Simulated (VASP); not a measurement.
# Bi (Fm-3m) in VASP: a series of runs

The runs below take Bi through single point, with revPBE+D3(BJ).

Program: VASP 6.6.1. These are calculated values, not measurements. Logs are shortened: lines on timing, memory, paths and dates and some standing lists are left out, and cuts for length are marked.

**1. The cell of the first run**

The structure is cubic, space group Fm-3m (No. 225). Conventional cell: a = 4.593 Å, b = 4.593 Å, c = 4.593 Å, α = 90.00°, β = 90.00°, γ = 90.00°. Within 4.3 Å of Bi (site symmetry m-3m) lie 12 Bi at 3.25 Å.

This isn't the form of Bi at room conditions, which is rhombohedral.

**2. Single point, revPBE+D3(BJ)**

INCAR reads:

```
PREC = Accurate
ENCUT = 500
EDIFF = 1E-6
ISMEAR = -1
SIGMA = 0.05
LREAL = False
LASPH = True
NELM = 120
ALGO = Normal
ISIF = 2
LWAVE = False
LCHARG = False
GGA = RE
IVDW = 12
NBANDS = 14
GGA_COMPAT = False
```

KPOINTS reads:

```
Automatic mesh
0
Gamma
  6 6 6
```

POSCAR reads:

```
Bi
1.0
    0.0000000000      2.2965650643      2.2965650643
    2.2965650643      0.0000000000      2.2965650643
    2.2965650643      2.2965650643      0.0000000000
Bi
1
Direct
    0.0000000000      0.0000000000      0.0000000000
```

Potentials or basis: VASP PAW PBE potentials, release 64 (Bi_d).

Run with:

```
$ cat potpaw_PBE.64/Bi_d/POTCAR > POTCAR
$ mpirun -np 1 vasp_std > vasp.out
```

OUTCAR:

```text
PREC = Accurate
   ENCUT = 500
   EDIFF = 1E-6
   ISMEAR = -1
   LREAL = False
   LASPH = True
   NELM = 120
   ISIF = 2
   GGA = RE
   IVDW = 12
 IVDW          = 12

 ion  position               nearest neighbor table
   1  0.000  0.000  0.000-

  LATTYP: Found a face centered cubic cell.
 ALAT       =     4.5931301286

  Lattice vectors:

 A1 = (   0.0000000000,   2.2965650643,   2.2965650643)
 A2 = (   2.2965650643,   0.0000000000,   2.2965650643)
 A3 = (   2.2965650643,   2.2965650643,   0.0000000000)

Analysis of symmetry for initial positions (statically):
=====================================================================
 Subroutine PRICEL returns:
 Original cell was already a primitive cell.

 Routine SETGRP: Setting up the symmetry group for a
 face centered cubic supercell.

 Subroutine GETGRP returns: Found 48 space group operations
 (whereof 48 operations were pure point group operations)
 out of a pool of 48 trial point group operations.

The static configuration has the point symmetry O_h .

Analysis of symmetry for dynamics (positions and initial velocities):
=====================================================================
 Subroutine PRICEL returns:
 Original cell was already a primitive cell.

 Routine SETGRP: Setting up the symmetry group for a
 face centered cubic supercell.

 Subroutine GETGRP returns: Found 48 space group operations
 (whereof 48 operations were pure point group operations)
 out of a pool of 48 trial point group operations.

The dynamic configuration has the point symmetry O_h .

 Subroutine INISYM returns: Found 48 space group operations
 (whereof 48 operations are pure point group operations),
 and found     1 'primitive' translations

----------------------------------------------------------------------------------------

                                     Primitive cell

  volume of cell :      24.2251

  direct lattice vectors                    reciprocal lattice vectors
     0.000000000  2.296565064  2.296565064    -0.217716453  0.217716453  0.217716453
     2.296565064  0.000000000  2.296565064     0.217716453 -0.217716453  0.217716453
     2.296565064  2.296565064  0.000000000     0.217716453  0.217716453 -0.217716453

  length of vectors
     3.247833461  3.247833461  3.247833461     0.377095958  0.377095958  0.377095958

  position of ions in fractional coordinates (direct lattice)
     0.000000000  0.000000000  0.000000000

  ion indices of the primitive-cell ions
   primitive index   ion index
                 1           1

----------------------------------------------------------------------------------------

 KPOINTS: Automatic mesh

Automatic generation of k-mesh.
 Grid dimensions read from file:
 generate k-points for:    6    6    6

 Generating k-lattice:

  Cartesian coordinates                     Fractional coordinates (reciprocal lattice)
    -0.036286076  0.036286076  0.036286076     0.166666667  0.000000000  0.000000000
     0.036286076 -0.036286076  0.036286076     0.000000000  0.166666667  0.000000000
     0.036286076  0.036286076 -0.036286076     0.000000000  0.000000000  0.166666667

  Length of vectors
     0.062849326  0.062849326  0.062849326

  Shift w.r.t. Gamma in fractional coordinates (k-lattice)
     0.000000000  0.000000000  0.000000000

 Subroutine IBZKPT returns following result:
 ===========================================

 Found     16 irreducible k-points:

 Following reciprocal coordinates:
            Coordinates               Weight
  0.000000  0.000000  0.000000      1.000000
  0.166667  0.000000  0.000000      8.000000
  0.333333  0.000000  0.000000      8.000000
  0.500000  0.000000  0.000000      4.000000
  0.166667  0.166667  0.000000      6.000000
  0.333333  0.166667  0.000000     24.000000
[... 8 lines left out ...]
 -0.333333  0.333333  0.166667     24.000000
 -0.333333  0.500000  0.166667     12.000000
   k-points           NKPTS =     16   k-points in BZ     NKDIM =     16   number of bands    NBANDS=     14
   number of dos      NEDOS =    301   number of ions     NIONS =      1
   total plane-waves  NPLWV =  13824
   dimension x,y,z NGX =    24 NGY =   24 NGZ =   24
   dimension x,y,z NGXF=    48 NGYF=   48 NGZF=   48
   ions per type =               1
   NGX,Y,Z   is equivalent  to a cutoff of  12.28, 12.28, 12.28 a.u.
   NGXF,Y,Z  is equivalent  to a cutoff of  24.57, 24.57, 24.57 a.u.
 SYSTEM =  unknown system
   PREC   = accura    normal or accurate (medium, high low for compatibility)
   ISTART =      0    job   : 0-new  1-cont  2-samecut
   ICHARG =      2    charge: 1-file 2-atom 10-const
   ISPIN  =      1    spin polarized calculation?
   LNONCOLLINEAR =      F non collinear calculations
   LSORBIT =      F    spin-orbit coupling
   LASPH  =      T    aspherical Exc in radial PAW
   ENCUT  =  500.0 eV  36.75 Ry    6.06 a.u.   5.92  5.92  5.92*2*pi/ulx,y,z
   NELM   =    120;   NELMIN=  2; NELMDL= -5     # of ELM steps
   EDIFF  = 0.1E-05   stopping-criterion for ELM
   LREAL  =      F    real-space projection
   EDIFFG = 0.1E-04   stopping-criterion for IOM
   NSW    =      0    number of steps for IOM
   IBRION =     -1    ionic relax: 0-MD 1-quasi-New 2-CG
   NFREE  =      0    steps in history (QN), initial steepest desc. (CG)
   ISIF   =      2    stress and relaxation
   ISYM   =      2    0-nonsym 1-usesym 2-fastsym
   POTIM  = 0.5000    time-step for ionic-motion
   TEBEG  =    0.0;   TEEND  =   0.0 temperature during run
   PSTRESS=    0.0 pullay stress
   NELECT =      15.0000    total number of electrons
   NUPDOWN=      -1.0000    fix difference up-down
   EMIN   =  10.00;   EMAX   =-10.00  energy-range for DOS
   EFERMI =   0.00;   METHOD = LEGACY
   ISMEAR =    -1;   SIGMA  =   0.05  broadening in eV -4-tet -1-fermi 0-gaus
   EFERMI_NEDOS =   21; number of points for ismear=-14 and -15
   IALGO  =     38    algorithm
   IMIX   =      4    mixing-type and parameters
     AMIX     =   0.40;   BMIX     =  1.00
     AMIX_MAG =   1.60;   BMIX_MAG =  1.00
  volume/ion in A,a.u.               =      24.23       163.48
  Fermi-wavevector in a.u.,A,eV,Ry     =   1.395350  2.636829 26.490566  1.947002
  Thomas-Fermi vector in A             =   2.518810
   LORBIT       =      0    0 simple, 1 ext, 2 COOP (PROOUT), +10 PAW based schemes
   GGA     = RE    functional components
   LHFCALC =     F    Hartree Fock is set to
   AEXX    =    0.0000 exact exchange contribution
   IVDW    =    12    specifies the selected vdW correction
   LEPSILON=     F    determine dielectric tensor
   LRPA    =     F    only Hartree local field effects (RPA)
 non-spin polarized calculation
  energy-cutoff  :      500.00
  volume of cell :       24.23
 maximum number of plane-waves:       636
   NGX = 11   NGY = 11   NGZ = 11

 number of electron      14.9999993 magnetization

 Free energy of the ion-electron system (eV)
  ---------------------------------------------------
  ext. energy  EPLUGINS =         0.00000000
  ---------------------------------------------------
  free energy    TOTEN  =        -2.89195674 eV

  energy without entropy =       -2.87860749  energy(sigma->0) =       -2.88528212

 E-fermi :  11.8898     XC(G=0): -11.5048

 val. band max:       11.3278085205   @ k =  -0.1667   0.1667   0.0000
 cond. band min:      11.9045695682   @ k =  -0.3333   0.3333   0.1667
 fundamental gap:      0.5767610477
 Fermi energy:        11.8898396985

 k-point     1 :       0.0000    0.0000    0.0000
  band No.  band energies     occupation
      1     -11.8393      2.00000
      2     -11.8393      2.00000
      3     -11.8393      2.00000
      4     -11.6712      2.00000
      5     -11.6712      2.00000
      6      -4.0660      2.00000
      7      18.4085      0.00000
      8      18.4085      0.00000
      9      18.4085      0.00000
     10      20.3110      0.00000
     11      23.5877      0.00000
     12      23.8769      0.00000
     13      23.8769      0.00000
     14      23.8769      0.00000

 k-point     2 :       0.1667    0.0000    0.0000
  band No.  band energies     occupation
      1     -11.8394      2.00000
      2     -11.8041      2.00000
      3     -11.8041      2.00000
      4     -11.6642      2.00000
      5     -11.6642      2.00000
      6      -3.4274      2.00000
      7      13.5768      0.00000
      8      17.7194      0.00000
      9      17.7194      0.00000
     10      19.9330      0.00000
     11      23.8725      0.00000
     12      24.5842      0.00000
     13      24.5842      0.00000
     14      25.1401      0.00000

 k-point     3 :       0.3333    0.0000    0.0000
  band No.  band energies     occupation
      1     -11.8490      2.00000
      2     -11.8055      2.00000
      3     -11.8055      2.00000
      4     -11.5756      2.00000
      5     -11.5756      2.00000
      6      -1.5611      2.00000
      7       7.8503      2.00000
      8      16.6270      0.00000
      9      16.6270      0.00000
     10      19.7902      0.00000
     11      21.7438      0.00000
     12      22.9789      0.00000
     13      22.9789      0.00000
     14      27.8156      0.00000
[... 188 lines left out ...]
 k-point    15 :      -0.3333    0.3333    0.1667
  band No.  band energies     occupation
      1     -11.8350      2.00000
      2     -11.7884      2.00000
      3     -11.6804      2.00000
      4     -11.6352      2.00000
      5     -11.5133      2.00000
      6       1.5611      2.00000
      7       6.4598      2.00000
      8       9.5845      2.00000
      9      11.9046      0.85376
     10      20.4001      0.00000
     11      22.6186      0.00000
     12      25.6847      0.00000
     13      25.9376      0.00000
     14      29.6911      0.00000

 k-point    16 :      -0.3333    0.5000    0.1667
  band No.  band energies     occupation
      1     -11.8972      2.00000
      2     -11.8420      2.00000
      3     -11.6225      2.00000
      4     -11.5841      2.00000
      5     -11.4746      2.00000
      6       2.2190      2.00000
      7       6.7052      2.00000
      8       9.4356      2.00000
      9      10.2325      2.00000
     10      19.8940      0.00000
     11      20.5869      0.00000
     12      26.2133      0.00000
     13      27.1320      0.00000
     14      31.8219      0.00000

------------------------ aborting loop because EDIFF is reached ----------------------------------------

 Edisp (eV)   -1.19246

 E8    (eV) :    -0.8775

  FORCE on cell =-STRESS in cart. coord.  units (eV):
  Direction    XX          YY          ZZ          XY          YZ          ZX
  --------------------------------------------------------------------------------------
  -------------------------------------------------------------------------------------
  Total       2.90224     2.90224     2.90224     0.00000    -0.00000     0.00000
  in kB     191.94552   191.94552   191.94552     0.00000    -0.00000     0.00000
  external pressure =      191.95 kB  Pullay stress =        0.00 kB

 VOLUME and BASIS-vectors are now :
 -----------------------------------------------------------------------------
  energy-cutoff  :      500.00
  volume of cell :       24.23
      direct lattice vectors                 reciprocal lattice vectors
     0.000000000  2.296565064  2.296565064    -0.217716453  0.217716453  0.217716453
     2.296565064  0.000000000  2.296565064     0.217716453 -0.217716453  0.217716453
     2.296565064  2.296565064  0.000000000     0.217716453  0.217716453 -0.217716453

 POSITION                                       TOTAL-FORCE (eV/Angst)
 -----------------------------------------------------------------------------------
      0.00000      0.00000      0.00000         0.000000      0.000000     -0.000000
 -----------------------------------------------------------------------------------
    total drift:                               -0.000000      0.000000      0.000000

  FREE ENERGIE OF THE ION-ELECTRON SYSTEM (eV)
  ---------------------------------------------------
  free  energy   TOTEN  =        -4.0844196148 eV

  energy  without entropy=       -4.0710703607  energy(sigma->0) =       -4.07774499
```

It took 3.9 s on 1 thread of AMD EPYC 7R13 (Zen 3), shared host; peak memory 0.11 GiB.

What came out:

| Item | Value |
| --- | --- |
| Free energy | -4.0844 eV |
| Pressure | 19.2 GPa |
| Band gap on the k mesh | zero (an odd number of electrons rules out a gap without spin polarisation) |
| Dispersion energy per atom | -1.192 eV |

Caveat: the k points lie up to 0.39 Å⁻¹ apart, too coarse for converged energies and pressures of a metal; three body term missing; the PAW data sets were made with another functional, which shifts forces and pressure a little; spin-orbit coupling is left out, which moves the levels of the heavy elements.

**3. Single point, revPBE+D3(BJ)**

This run uses another cell than the first one, of 22.78 Å³/atom.

INCAR reads:

```
PREC = Accurate
ENCUT = 500
EDIFF = 1E-6
ISMEAR = -1
SIGMA = 0.05
LREAL = F
LASPH = T
NELM = 120
ALGO = Normal
ISIF = 2
LWAVE = F
LCHARG = T
GGA = RE
IVDW = 12
LELF = T
LVHAR = T
NBANDS = 14
GGA_COMPAT = F
```

KPOINTS is that of step 2.

POSCAR reads:

```
Bi
1.0
    0.0000000000      2.2501172647      2.2501172647
    2.2501172647      0.0000000000      2.2501172647
    2.2501172647      2.2501172647      0.0000000000
Bi
1
Direct
    0.0000000000      0.0000000000      0.0000000000
```

Potentials or basis: VASP PAW PBE potentials, release 64 (Bi_d).

Run with:

```
$ cat potpaw_PBE.64/Bi_d/POTCAR > POTCAR
$ mpirun -np 1 vasp_std > vasp.out
```

Run time: 4.3 s. Hardware: 1 thread of AMD EPYC 7R13 (Zen 3), shared host; peak memory 0.11 GiB.

It converged, with:

```
Free energy                : -3.8691 eV
Pressure                   : 29.0 GPa
Band gap on the k mesh     : zero (an odd number of electrons rules out a gap without spin polarisation)
Dispersion energy per atom : -1.271 eV
```

Levels at points of the mesh, in eV from the Fermi level:
```tsv
k point	band 3	band 4	band 5	band 6	band 7	band 8	band 9	band 10	band 11	band 12
(0.00, 0.00, 0.00)	-23.82	-23.62	-23.62	-16.55	7.02	7.02	7.02	8.30	12.44	12.44
(0.50, 0.00, 0.00)	-23.80	-23.43	-23.43	-11.68	-7.73	4.59	4.59	7.88	9.57	10.89
(0.50, 0.50, 0.00)	-23.44	-23.38	-23.38	-9.72	-6.59	0.03	0.03	4.20	5.37	17.86
```

Caveat: the k points lie up to 0.40 Å⁻¹ apart, too coarse for converged energies and pressures of a metal; three body term missing; the PAW data sets were made with another functional, which shifts forces and pressure a little; spin-orbit coupling is left out, which moves the levels of the heavy elements.

**4. Single point, revPBE+D3(BJ)**

This run uses another cell than the first one, of 26.30 Å³/atom.

INCAR reads:

```
ALGO     = Normal         # electronic algorithm
EDIFF    = 1E-6           # SCF threshold, eV
ENCUT    = 500            # plane-wave cutoff, eV
GGA      = RE             # functional
GGA_COMPAT= False        
ISIF     = 2              # what is computed and relaxed
ISMEAR   = -1             # smearing method
IVDW     = 12             # dispersion correction
LASPH    = True           # aspherical terms in the spheres
LCHARG   = False          # write CHGCAR
LREAL    = False          # projectors in reciprocal space
LWAVE    = False          # write WAVECAR
NBANDS   = 14             # bands
NELM     = 120            # most SCF steps
PREC     = Accurate       # precision mode
SIGMA    = 0.05           # smearing width, eV
```

KPOINTS reads:

```
k-points
0
Gamma
  6 6 6
```

POSCAR reads:

```
Bi
1.0
    0.0000000000      2.3604650444      2.3604650444
    2.3604650444      0.0000000000      2.3604650444
    2.3604650444      2.3604650444      0.0000000000
Bi
1
Direct
    0.0000000000      0.0000000000      0.0000000000
```

Run with:

```
$ cat potpaw_PBE.64/Bi_d/POTCAR > POTCAR
$ mpirun -np 1 vasp_std > vasp.out
```

Wall time 3.9 s (1 thread of AMD EPYC 7R13 (Zen 3), shared host); peak memory 0.11 GiB.

Results (log left out):

```yaml
Free_energy: -4.2663 eV
Pressure: 9.4 GPa
Band_gap_on_the_k_mesh: zero (an odd number of electrons rules out a gap without spin polarisation)
Dispersion_energy_per_atom: -1.095 eV
```

Levels at points of the mesh, in eV from the Fermi level:
| k point | band 4 | band 5 | band 6 | band 7 | band 8 | band 9 | band 10 | band 11 |
| --- | --- | --- | --- | --- | --- | --- | --- | --- |
| (0.00, 0.00, 0.00) | -23.48 | -23.48 | -15.21 | 5.88 | 5.88 | 5.88 | 8.56 | 10.62 |
| (0.50, 0.00, 0.00) | -23.36 | -23.36 | -11.36 | -6.69 | 3.85 | 3.85 | 8.12 | 8.26 |
| (0.50, 0.50, 0.00) | -23.33 | -23.33 | -9.83 | -5.71 | 0.06 | 0.06 | 3.91 | 5.11 |

Caveat: the k points lie up to 0.38 Å⁻¹ apart, too coarse for converged energies and pressures of a metal; three body term missing; the PAW data sets were made with another functional, which shifts forces and pressure a little; spin-orbit coupling is left out, which moves the levels of the heavy elements.

**5. The runs side by side**

```tsv
cell	gap on the mesh (eV)	pressure (GPa)
a = 3.248 Å, angles 60.0°, 1 atom	none	19.2
a = 3.182 Å, angles 60.0°, 1 atom	none	29.0
a = 3.338 Å, angles 60.0°, 1 atom	none	9.4
```

Alike in all rows: task single point; level revPBE+D3(BJ); potentials or basis VASP PAW PBE potentials, release 64 (Bi_d); no spin polarisation; k mesh 6 × 6 × 6; cutoff (eV) 500; smearing fermi-dirac 0.05 eV.

Caveats: all runs use coarse meshes; three body term missing; the PAW data sets were made with another functional, which shifts forces and pressure a little; spin-orbit coupling is left out, which moves the levels of the heavy elements.

Total energies depend on the potentials used, so only differences within one code and one set of settings carry meaning.
